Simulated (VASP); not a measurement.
# CaB6 (Pm-3m) in VASP: settings compared

CaB6 is run at these levels: LDA, r2SCAN; tasks: relaxation of cell and atoms.

Program: VASP 6.6.1. These are calculated values, not measurements. Logs are shortened: lines on timing, memory, paths and dates and some standing lists are left out, and cuts for length are marked.

**1. The cell of the first run**

Symmetry: Pm-3m, No. 221, cubic system. Conventional cell: a = 4.147 Å, b = 4.147 Å, c = 4.147 Å, α = 90.00°, β = 90.00°, γ = 90.00°. Ca (site symmetry m-3m) has 24 B at 3.05 Å and 6 Ca at 4.15 Å within 4.2 Å. B (site symmetry 4mm) has 5 B at 1.67 to 1.75 Å within 2.2 Å.

**2. Relaxation of cell and atoms, LDA**

File INCAR:

```
  PREC = Accurate
  ENCUT = 600
  EDIFF = 1E-7
  ISMEAR = -1
  SIGMA = 0.02
  LREAL = False
  LASPH = True
  NELM = 80
  ALGO = Normal
  ISIF = 3
  LWAVE = False
  LCHARG = False
  IBRION = 2
  NSW = 80
  EDIFFG = -0.005
```

File KPOINTS:

```
Automatic mesh
0
Gamma
  6 6 6
```

File POSCAR:

```
CaB6
1.0
    4.1466424172      0.0000000000      0.0000000000
    0.0000000000      4.1466424172      0.0000000000
    0.0000000000      0.0000000000      4.1466424172
Ca B
1 6
Direct
    0.5000000000      0.5000000000      0.5000000000
    0.0000000000      0.0000000000      0.2983668877
    0.0000000000      0.0000000000      0.7016331123
    0.2983668877      0.0000000000      0.0000000000
    0.7016331123      0.0000000000      0.0000000000
    0.0000000000      0.2983668877      0.0000000000
    0.0000000000      0.7016331123      0.0000000000
```

Potentials or basis: VASP PAW LDA potentials, release 64 (Ca_sv, B).

Started as:

```sh
cat potpaw_LDA.64/Ca_sv/POTCAR potpaw_LDA.64/B/POTCAR > POTCAR
mpirun -np 1 vasp_std > vasp.out
```

OUTCAR:

```text
PREC = Accurate
   ENCUT = 600
   EDIFF = 1E-7
   ISMEAR = -1
   LREAL = False
   LASPH = True
   NELM = 80
   ISIF = 3
   IBRION = 2
   NSW = 80
   EDIFFG = -0.005

 ion  position               nearest neighbor table
   1  0.500  0.500  0.500-
   2  0.000  0.000  0.298-   3 1.67   4 1.75   5 1.75   6 1.75   7 1.75
   3  0.000  0.000  0.702-   2 1.67   4 1.75   5 1.75   6 1.75   7 1.75
   4  0.298  0.000  0.000-   5 1.67   3 1.75   2 1.75   6 1.75   7 1.75
   5  0.702  0.000  0.000-   4 1.67   3 1.75   2 1.75   6 1.75   7 1.75
   6  0.000  0.298  0.000-   7 1.67   3 1.75   4 1.75   5 1.75   2 1.75
   7  0.000  0.702  0.000-   6 1.67   3 1.75   4 1.75   5 1.75   2 1.75

  LATTYP: Found a simple cubic cell.
 ALAT       =     4.1466424172

  Lattice vectors:

 A1 = (   4.1466424172,   0.0000000000,   0.0000000000)
 A2 = (   0.0000000000,   4.1466424172,   0.0000000000)
 A3 = (   0.0000000000,   0.0000000000,   4.1466424172)

Analysis of symmetry for initial positions (statically):
=====================================================================
 Subroutine PRICEL returns:
 Original cell was already a primitive cell.

 Routine SETGRP: Setting up the symmetry group for a
 simple cubic supercell.

 Subroutine GETGRP returns: Found 48 space group operations
 (whereof 48 operations were pure point group operations)
 out of a pool of 48 trial point group operations.

The static configuration has the point symmetry O_h .

Analysis of symmetry for dynamics (positions and initial velocities):
=====================================================================
 Subroutine PRICEL returns:
 Original cell was already a primitive cell.

 Routine SETGRP: Setting up the symmetry group for a
 simple cubic supercell.

 Subroutine GETGRP returns: Found 48 space group operations
 (whereof 48 operations were pure point group operations)
 out of a pool of 48 trial point group operations.

The dynamic configuration has the point symmetry O_h .

 Subroutine INISYM returns: Found 48 space group operations
 (whereof 48 operations are pure point group operations),
 and found     1 'primitive' translations

----------------------------------------------------------------------------------------

                                     Primitive cell

  volume of cell :      71.3000

  direct lattice vectors                    reciprocal lattice vectors
     4.146642417  0.000000000  0.000000000     0.241158967  0.000000000  0.000000000
     0.000000000  4.146642417  0.000000000     0.000000000  0.241158967  0.000000000
     0.000000000  0.000000000  4.146642417     0.000000000  0.000000000  0.241158967

  length of vectors
     4.146642417  4.146642417  4.146642417     0.241158967  0.241158967  0.241158967

  position of ions in fractional coordinates (direct lattice)
     0.500000000  0.500000000  0.500000000
     0.000000000  0.000000000  0.298366888
     0.000000000  0.000000000  0.701633112
     0.298366888  0.000000000  0.000000000
     0.701633112  0.000000000  0.000000000
     0.000000000  0.298366888  0.000000000
     0.000000000  0.701633112  0.000000000

  ion indices of the primitive-cell ions
   primitive index   ion index
                 1           1
                 2           2
                 3           3
                 4           4
                 5           5
                 6           6
                 7           7

----------------------------------------------------------------------------------------

 KPOINTS: Automatic mesh

Automatic generation of k-mesh.
 Grid dimensions read from file:
 generate k-points for:    6    6    6

 Generating k-lattice:

  Cartesian coordinates                     Fractional coordinates (reciprocal lattice)
     0.040193161  0.000000000  0.000000000     0.166666667  0.000000000  0.000000000
     0.000000000  0.040193161  0.000000000     0.000000000  0.166666667  0.000000000
     0.000000000  0.000000000  0.040193161     0.000000000  0.000000000  0.166666667

  Length of vectors
     0.040193161  0.040193161  0.040193161

  Shift w.r.t. Gamma in fractional coordinates (k-lattice)
     0.000000000  0.000000000  0.000000000

 Subroutine IBZKPT returns following result:
 ===========================================

 Found     20 irreducible k-points:

 Following reciprocal coordinates:
            Coordinates               Weight
  0.000000  0.000000  0.000000      1.000000
  0.166667  0.000000  0.000000      6.000000
  0.333333  0.000000  0.000000      6.000000
  0.500000  0.000000  0.000000      3.000000
  0.166667  0.166667  0.000000     12.000000
  0.333333  0.166667  0.000000     24.000000
[... 12 lines left out ...]
  0.500000  0.500000  0.333333      6.000000
  0.500000  0.500000  0.500000      1.000000
   k-points           NKPTS =     20   k-points in BZ     NKDIM =     20   number of bands    NBANDS=     18
   number of dos      NEDOS =    301   number of ions     NIONS =      7
   total plane-waves  NPLWV =  46656
   dimension x,y,z NGX =    36 NGY =   36 NGZ =   36
   dimension x,y,z NGXF=    72 NGYF=   72 NGZF=   72
   ions per type =               1   6
   NGX,Y,Z   is equivalent  to a cutoff of  14.43, 14.43, 14.43 a.u.
   NGXF,Y,Z  is equivalent  to a cutoff of  28.87, 28.87, 28.87 a.u.
 SYSTEM =  unknown system
   PREC   = accura    normal or accurate (medium, high low for compatibility)
   ISTART =      0    job   : 0-new  1-cont  2-samecut
   ICHARG =      2    charge: 1-file 2-atom 10-const
   ISPIN  =      1    spin polarized calculation?
   LNONCOLLINEAR =      F non collinear calculations
   LSORBIT =      F    spin-orbit coupling
   LASPH  =      T    aspherical Exc in radial PAW
   ENCUT  =  600.0 eV  44.10 Ry    6.64 a.u.   8.28  8.28  8.28*2*pi/ulx,y,z
   NELM   =     80;   NELMIN=  2; NELMDL= -5     # of ELM steps
   EDIFF  = 0.1E-06   stopping-criterion for ELM
   LREAL  =      F    real-space projection
   EDIFFG = -.5E-02   stopping-criterion for IOM
   NSW    =     80    number of steps for IOM
   IBRION =      2    ionic relax: 0-MD 1-quasi-New 2-CG
   NFREE  =      1    steps in history (QN), initial steepest desc. (CG)
   ISIF   =      3    stress and relaxation
   ISYM   =      2    0-nonsym 1-usesym 2-fastsym
   POTIM  = 0.5000    time-step for ionic-motion
   TEBEG  =    0.0;   TEEND  =   0.0 temperature during run
   PSTRESS=    0.0 pullay stress
   NELECT =      28.0000    total number of electrons
   NUPDOWN=      -1.0000    fix difference up-down
   EMIN   =  10.00;   EMAX   =-10.00  energy-range for DOS
   EFERMI =   0.00;   METHOD = LEGACY
   ISMEAR =    -1;   SIGMA  =   0.02  broadening in eV -4-tet -1-fermi 0-gaus
   EFERMI_NEDOS =   21; number of points for ismear=-14 and -15
   IALGO  =     38    algorithm
   IMIX   =      4    mixing-type and parameters
     AMIX     =   0.40;   BMIX     =  1.00
     AMIX_MAG =   1.60;   BMIX_MAG =  1.00
  volume/ion in A,a.u.               =      10.19        68.74
  Fermi-wavevector in a.u.,A,eV,Ry     =   1.198848  2.265495 19.554802  1.437237
  Thomas-Fermi vector in A             =   2.334727
   LORBIT       =      0    0 simple, 1 ext, 2 COOP (PROOUT), +10 PAW based schemes
   GGA     = CA    functional components
   LHFCALC =     F    Hartree Fock is set to
   AEXX    =    0.0000 exact exchange contribution
   IVDW    =     0    specifies the selected vdW correction
   LEPSILON=     F    determine dielectric tensor
   LRPA    =     F    only Hartree local field effects (RPA)
 conjugate gradient relaxation of ions
 non-spin polarized calculation
  energy-cutoff  :      600.00
  volume of cell :       71.30
 maximum number of plane-waves:      2408
 NGX is ok and might be reduce to    36
   NGX = 17   NGY = 17   NGZ = 17

--------------------------------------- Ionic step        1  -------------------------------------------

 number of electron      28.0000003 magnetization

 Free energy of the ion-electron system (eV)
  ---------------------------------------------------
  ext. energy  EPLUGINS =         0.00000000
  ---------------------------------------------------
  free energy    TOTEN  =       -49.79258375 eV

  energy without entropy =      -49.79224835  energy(sigma->0) =      -49.79241605

------------------------ aborting loop because EDIFF is reached ----------------------------------------

  FORCE on cell =-STRESS in cart. coord.  units (eV):
  Direction    XX          YY          ZZ          XY          YZ          ZX
  --------------------------------------------------------------------------------------
  -------------------------------------------------------------------------------------
  Total       -2.8153348     -2.8153348     -2.8153348     -0.0000000     -0.0000000      0.0000000
  in kB      -63.2631580    -63.2631580    -63.2631580     -0.0000000     -0.0000000      0.0000000
  external PRESSURE =     -63.2631580 kB  Pullay stress =       0.0000000 kB

 VOLUME and BASIS-vectors are now :
 -----------------------------------------------------------------------------
  energy-cutoff  :      600.00
  volume of cell :       71.30
      direct lattice vectors                 reciprocal lattice vectors
     4.146642417  0.000000000  0.000000000     0.241158967  0.000000000  0.000000000
     0.000000000  4.146642417  0.000000000     0.000000000  0.241158967  0.000000000
     0.000000000  0.000000000  4.146642417     0.000000000  0.000000000  0.241158967
[... 124 lines left out ...]
 POSITION                                       TOTAL-FORCE (eV/Angst)
 -----------------------------------------------------------------------------------
      2.03885      2.03885      2.03885        -0.000000      0.000000      0.000000
     -0.00000      4.07771      1.22484        -0.000000     -0.000000     -0.519347
      0.00000      0.00000      2.85287         0.000000      0.000000      0.519347
      1.22484      0.00000      4.07771        -0.519347      0.000000      0.000000
      2.85287      0.00000      4.07771         0.519347     -0.000000     -0.000000
      0.00000      1.22484      4.07771         0.000000     -0.519347      0.000000
     -0.00000      2.85287      4.07771        -0.000000      0.519347     -0.000000
 -----------------------------------------------------------------------------------
    total drift:                                0.000000      0.000000      0.000000

  FREE ENERGIE OF THE ION-ELECTRON SYSTEM (eV)
  ---------------------------------------------------
  free  energy   TOTEN  =       -49.8364568462 eV

  energy  without entropy=      -49.8360340626  energy(sigma->0) =      -49.83624545

--------------------------------------- Ionic step        5  -------------------------------------------

 number of electron      27.9999998 magnetization

 Free energy of the ion-electron system (eV)
  ---------------------------------------------------
  ext. energy  EPLUGINS =         0.00000000
  ---------------------------------------------------
  free energy    TOTEN  =       -49.85067250 eV

  energy without entropy =      -49.85037358  energy(sigma->0) =      -49.85052304

 E-fermi :   4.8974     XC(G=0): -10.9847

 val. band max:        4.8300599762   @ k =   0.3333   0.0000   0.0000
 cond. band min:       4.9501750366   @ k =   0.5000   0.0000   0.0000
 fundamental gap:      0.1201150605
 Fermi energy:         4.8973917786

 k-point     1 :       0.0000    0.0000    0.0000
  band No.  band energies     occupation
      1     -35.6031      2.00000
      2     -16.8981      2.00000
      3     -16.8981      2.00000
      4     -16.8981      2.00000
      5      -9.6738      2.00000
      6      -2.1841      2.00000
[... 10 lines left out ...]
     17       7.7426      0.00000
     18       8.2194      0.00000
[... 419 lines left out ...]
 POSITION                                       TOTAL-FORCE (eV/Angst)
 -----------------------------------------------------------------------------------
      2.04531      2.04531      2.04531        -0.000000      0.000000      0.000000
      0.00000      0.00000      1.22084         0.000000      0.000000      0.000025
      4.09062      4.09062      2.86979        -0.000000     -0.000000     -0.000025
      1.22084     -0.00000     -0.00000         0.000025     -0.000000     -0.000000
      2.86979      4.09062     -0.00000        -0.000025      0.000000      0.000000
     -0.00000      1.22084     -0.00000        -0.000000      0.000025     -0.000000
      4.09062      2.86979     -0.00000         0.000000     -0.000025      0.000000
 -----------------------------------------------------------------------------------
    total drift:                                0.000000      0.000000      0.000000

  FREE ENERGIE OF THE ION-ELECTRON SYSTEM (eV)
  ---------------------------------------------------
  free  energy   TOTEN  =       -49.8506725048 eV

  energy  without entropy=      -49.8503735845  energy(sigma->0) =      -49.85052304

 reached required accuracy - stopping structural energy minimisation
```

It took 47 s on 1 thread of Intel Xeon 6975P-C (Granite Rapids), shared host; peak memory 0.19 GiB.

Results:

* Free energy: -49.8507 eV
* Relaxed volume: 9.78 Å³/atom
* Relaxed cell: a = 4.091 Å, b = 4.091 Å, c = 4.091 Å, α = 90.00°, β = 90.00°, γ = 90.00°
* Space group after relaxing (to 0.1 Å): Pm-3m (No. 221)
* Energy gained by relaxing: 8.3 meV/atom
* Ionic steps: 5
* Pressure after relaxing: 0.0 GPa
* Band gap on the k mesh: 0.12 eV (least direct gap 0.28 eV)

The path:
| step | energy change (eV) | largest force (eV/Å) | pressure (GPa) | volume (Å³) |
| --- | --- | --- | --- | --- |
| 1 | 0.0000 | 0.1765 | -6.33 | 71.30 |
| 2 | -0.0252 | 0.7338 | 3.78 | 67.23 |
| 3 | -0.0519 | 0.3300 | -0.68 | 68.88 |
| 4 | -0.0439 | 0.5193 | 1.06 | 67.80 |
| 5 | -0.0581 | 0.0000 | -0.03 | 68.45 |

Final structure:
```
Ca B
1.0
     4.09062    0.00000    0.00000
     0.00000    4.09062    0.00000
     0.00000    0.00000    4.09062
Ca B
1 6
Cartesian
  2.0453 2.0453 2.0453
  0.0000 0.0000 1.2208
  4.0906 4.0906 2.8698
  1.2208 0.0000 0.0000
  2.8698 4.0906 0.0000
  0.0000 1.2208 0.0000
  4.0906 2.8698 0.0000
```

Levels at points of the mesh, in eV from the valence-band top:
```tsv
k point	band 11	band 12	band 13	band 14	band 15	band 16	band 17	band 18
(0.00, 0.00, 0.00)	-5.18	-0.30	-0.30	-0.30	2.91	2.91	2.91	3.39
(0.50, 0.00, 0.00)	-2.39	-2.39	-1.76	-0.20	0.12	3.29	3.29	3.86
(0.50, 0.50, 0.00)	-2.76	-2.76	-1.45	-1.45	3.17	3.17	4.10	4.46
(0.50, 0.50, 0.50)	-4.43	-1.06	-1.06	-1.06	4.32	4.85	4.85	5.01
```

A k mesh can miss the band edges. LDA usually gives volumes a few per cent too small.

**3. Relaxation of cell and atoms, r2SCAN**

POSCAR is that of step 2.

File INCAR.step1:

```
SYSTEM = CaB6
PREC = Accurate ; ENCUT = 600
ISMEAR = -1 ; SIGMA = 0.02
LREAL = .FALSE. ; LASPH = .TRUE.
NELM = 100 ; GGA = PE
ALGO = Normal ; EDIFF = 1E-4
LWAVE = .TRUE. ; LCHARG = .FALSE.
```

File INCAR.step2:

```
SYSTEM = CaB6
PREC = Accurate ; ENCUT = 600
EDIFF = 1E-6 ; ISMEAR = -1
SIGMA = 0.02 ; LREAL = .FALSE.
LASPH = .TRUE. ; NELM = 100
ALGO = Normal ; ISIF = 3
LWAVE = .FALSE. ; LCHARG = .FALSE.
METAGGA = R2SCAN ; LMIXTAU = .TRUE.
IBRION = 2 ; NSW = 80
EDIFFG = -0.005 ; ISTART = 1
```

File KPOINTS:

```
Automatic mesh
0
G
  6 6 6
  0 0 0
```

Potentials or basis: VASP PAW PBE potentials, release 64 (Ca_sv, B).

Started as:

```sh
cat potpaw_PBE.64/Ca_sv/POTCAR potpaw_PBE.64/B/POTCAR > POTCAR
cp INCAR.step1 INCAR
mpirun -np 1 vasp_std > vasp.out
cp INCAR.step2 INCAR
mpirun -np 1 vasp_std > vasp.out
```

Run time: 2.8 min. Hardware: 1 thread of Intel Xeon 6975P-C (Granite Rapids), shared host; peak memory 0.24 GiB.

The run converged. Its results:

```yaml
Free_energy: -54.4350 eV
Relaxed_volume: 10.12 Å³/atom
Relaxed_cell: a = 4.138 Å, b = 4.138 Å, c = 4.138 Å, α = 90.00°, β = 90.00°, γ = 90.00°
Space_group_after_relaxing_to_0.1_Å: Pm-3m (No. 221)
Energy_gained_by_relaxing: 0.2 meV/atom
Ionic_steps: 5
Pressure_after_relaxing: 0.0 GPa
Band_gap_on_the_k_mesh: 0.07 eV
```

The path:
| step | energy change (eV) | largest force (eV/Å) | pressure (GPa) | volume (Å³) |
| --- | --- | --- | --- | --- |
| 1 | 0.0000 | 0.0578 | -0.99 | 71.30 |
| 2 | 0.0002 | 0.1649 | 0.68 | 70.65 |
| 3 | -0.0012 | 0.0480 | -0.19 | 70.99 |
| 4 | -0.0013 | 0.0388 | 0.16 | 70.78 |
| 5 | -0.0014 | 0.0002 | 0.00 | 70.87 |

Final structure:
```
Ca B
1.0
     4.13832    0.00000    0.00000
     0.00000    4.13832    0.00000
     0.00000    0.00000    4.13832
Ca B
1 6
Cartesian
  2.0692 2.0692 2.0692
  0.0000 0.0000 1.2343
  0.0000 0.0000 2.9040
  1.2343 0.0000 0.0000
  2.9040 0.0000 0.0000
  0.0000 1.2343 0.0000
  0.0000 2.9040 0.0000
```

Levels at points of the mesh, in eV from the valence-band top:
| k point | band 11 | band 12 | band 13 | band 14 | band 15 | band 16 | band 17 | band 18 |
| --- | --- | --- | --- | --- | --- | --- | --- | --- |
| (0.00, 0.00, 0.00) | -5.74 | -0.33 | -0.33 | -0.33 | 2.97 | 2.97 | 2.97 | 3.69 |
| (0.50, 0.00, 0.00) | -2.55 | -2.55 | -1.90 | 0.00 | 0.07 | 3.47 | 3.47 | 4.24 |
| (0.50, 0.50, 0.00) | -2.86 | -2.86 | -1.58 | -1.58 | 3.29 | 3.29 | 4.41 | 4.69 |
| (0.50, 0.50, 0.50) | -4.63 | -1.14 | -1.14 | -1.14 | 4.81 | 5.11 | 5.11 | 5.24 |

Caveat: the PAW data sets were made with another functional, which shifts forces and pressure a little. A k mesh can miss the band edges.
